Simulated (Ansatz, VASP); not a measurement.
**Ru: VASP beside Ansatz**

```
CELL_PARAMETERS angstrom
0.00000 2.70669 2.70669
2.70669 0.00000 2.70669
2.70669 2.70669 0.00000
ATOMIC_POSITIONS crystal
Ru 0.00000 0.00000 0.00000
Ru 0.25000 0.25000 0.25000
```

Alike in both runs: functional r2SCAN; k mesh 14 × 14 × 14; occupations gaussian, width 0.1 eV; no spin polarisation.

Ansatz relaxed the structure, and its values are those at the end. VASP's run is a single point on that final structure, the one shown.

|  | VASP | Ansatz |
| --- | --- | --- |
| version | VASP 6.6.1 | Ansatz 0.2.0 |
| potentials or method | VASP PAW PBE potentials, release 64 (Ru_pv), cutoff 520 eV | scalar-relativistic, plane waves, PAW |
| valence electrons in the cell | 28 | 32 |

Ansatz gave:

* gap on the k mesh at the Fermi level (eV): none
* pressure (GPa): 0.0

Q: Estimate VASP's values.

A: gap on the k mesh at the Fermi level (eV): none; pressure (GPa): 0.8.

VASP's potentials were made for PBE, not for r2SCAN. A gap of «none» marks a metal or a gap that the smearing closes. With one functional, cell and mesh, what is left measures potentials, basis and numerics. VASP's potentials hold 28 valence electrons a cell and Ansatz's 32, so a difference there can come from the potentials and not from the codes.
